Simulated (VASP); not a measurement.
Set up this calculation in VASP 6.6.1, as the native input.

| Item | Value |
| --- | --- |
| Task | electric field gradients |
| Functional | PBE |
| Potentials or basis | VASP PAW PBE potentials, release 64 (Hf_pv, O) |
| Cutoff | 520 eV |
| k mesh | 9 × 9 × 9 |
| Occupations | fermi-dirac, width 0.01 eV |
| Spin | no spin polarisation |
| Dipole correction | no |
| Further INCAR settings | ALGO = Normal; EDIFF = 1e-08; NBANDS = 18 |

The structure of HfO2 lies in POSCAR:

```
HfO2
1.0
   -0.0511500000      2.5319250000      2.5319250000
    2.5319250000     -0.0511500000      2.5319250000
    2.5319250000      2.5319250000     -0.0511500000
Hf O
1 2
Direct
    0.0000000000      0.0000000000      0.0000000000
    0.2500000000      0.2500000000      0.2500000000
    0.7500000000      0.7500000000      0.7500000000
```

This cell differs from its parent crystal: equal xy, yz and zx shear strains of -2 %.

These files were run (other wordings do the same):

INCAR

```
SYSTEM = HfO2
ALGO = Normal ; EDIFF = 1E-8
ENCUT = 520 ; GGA = PE
ISIF = 2 ; ISMEAR = -1
LASPH = .True. ; LCHARG = .False.
LEFG = .True. ; LREAL = .False.
LWAVE = .False. ; NBANDS = 18
NELM = 100 ; PREC = Accurate
SIGMA = 0.01
```

KPOINTS

```
k-points
0
Gamma
  9 9 9
  0 0 0
```

Potentials or basis: VASP PAW PBE potentials, release 64 (Hf_pv, O).

Run with:

```sh
$ cat potpaw_PBE.64/Hf_pv/POTCAR potpaw_PBE.64/O/POTCAR > POTCAR
$ mpirun -np 1 vasp_std > vasp.out
```

It gave:

* Pressure: -5.7 GPa
* Largest force: 0.225 eV/Å
* Band gap on the k mesh: 3.84 eV, indirect (least direct gap 3.95 eV)

Caveat: the cell differs from its parent crystal (equal xy, yz and zx shear strains of -2 %); without QUAD_EFG the Cq values of the log hold for a quadrupole moment of 1 mb, not for the nuclei; spin-orbit coupling is left out, which moves the levels of the heavy elements.

It took 47 s on 1 thread of Intel(R) Xeon(R) Platinum 8375C CPU @ 2.90GHz (Ice Lake), with other jobs on the host, peak memory 0.19 GiB.
